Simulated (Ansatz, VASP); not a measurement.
## ZnS in VASP and in Ansatz

The input POSCAR:

```
ZnS
1.0
    3.8067217484      0.0000000000      0.0000000000
   -1.9033608742      3.2967177392      0.0000000000
    0.0000000000      0.0000000000      6.2457351519
Zn S
2 2
Direct
    0.3421654946      0.6425367535      0.0053880718
    0.6754988279      0.3092034201      0.5053880718
    0.3333333333      0.6666666667      0.3796119282
    0.6666666667      0.3333333333      0.8796119282
```

The input INCAR.step1:

```
SYSTEM = ZnS
ALGO = Normal
EDIFF = 1E-4
ENCUT = 520
GGA = PE
ISMEAR = 0
LASPH = .True.
LCHARG = .False.
LREAL = .False.
LWAVE = .True.
NBANDS = 26
NELM = 100
PREC = Accurate
SIGMA = 0.05
```

The input INCAR.step2:

```
SYSTEM = ZnS
ALGO = Normal
EDIFF = 1E-6
ENCUT = 520
ISIF = 2
ISMEAR = 0
ISTART = 1
LASPH = .True.
LCHARG = .False.
LMIXTAU = .True.
LREAL = .False.
LWAVE = .False.
METAGGA = R2SCAN
NBANDS = 26
NELM = 100
PREC = Accurate
SIGMA = 0.05
```

Contents of KPOINTS:

```
k-points
0
Gamma
  6 6 4
  0 0 0
```

Input for Ansatz:

```yaml
crystal:
  lattice:
    - [3.8067217484, 0.0, 0.0]
    - [-1.9033608742, 3.2967177392, 0.0]
    - [0.0, 0.0, 6.2457351519]
  atoms:
    - { symbol: Zn, position: [0.3421654946, 0.6425367535, 0.0053880718] }
    - { symbol: Zn, position: [0.6754988279, 0.3092034201, 0.5053880718] }
    - { symbol: S, position: [0.3333333333, 0.6666666667, 0.3796119282] }
    - { symbol: S, position: [0.6666666667, 0.3333333333, 0.8796119282] }
basis:
  ecutwfc: 500
kpoints:
  mp_grid: { grid: [6, 6, 4] }
hamiltonian:
  xc: r2scan
scf:
  occupations: { method: gaussian, width: 0.05 }
output:
  forces: true
  stress: true
  eigenvalues: true
```

Change from the starting cell: all Zn atoms moved +0.113 Å, as atom 1 along Cartesian [1 -1 0].

Alike in both runs: task single point; functional r2SCAN; k mesh 6 × 6 × 4; occupations gaussian, width 0.05 eV; no spin polarisation.

```csv
,VASP,Ansatz
version,VASP 6.6.1,Ansatz 0.2.0
potentials or method,"VASP PAW PBE potentials, release 64 (Zn, S), cutoff 520 eV","scalar-relativistic, plane waves, PAW"
valence electrons in the cell,36,36
```

Ansatz gave:

* gap on the k mesh at the Fermi level (eV): 2.75
* least direct gap on the mesh (eV): 2.75
* pressure (GPa): 0.4
* traceless stress, the component that is largest in VASP (GPa): -1.20
* rms of the force components (eV/Å): 0.406

**Question.** What did VASP give for the same quantities?

**Answer.** gap on the k mesh at the Fermi level (eV): 2.76; least direct gap on the mesh (eV): 2.76; pressure (GPa): 0.5; traceless stress, the component that is largest in VASP (GPa): -1.20; rms of the force components (eV/Å): 0.410.

VASP's potentials were made for PBE, not for r2SCAN. Atom by atom the forces differ by 0.010 eV/Å (rms over components).
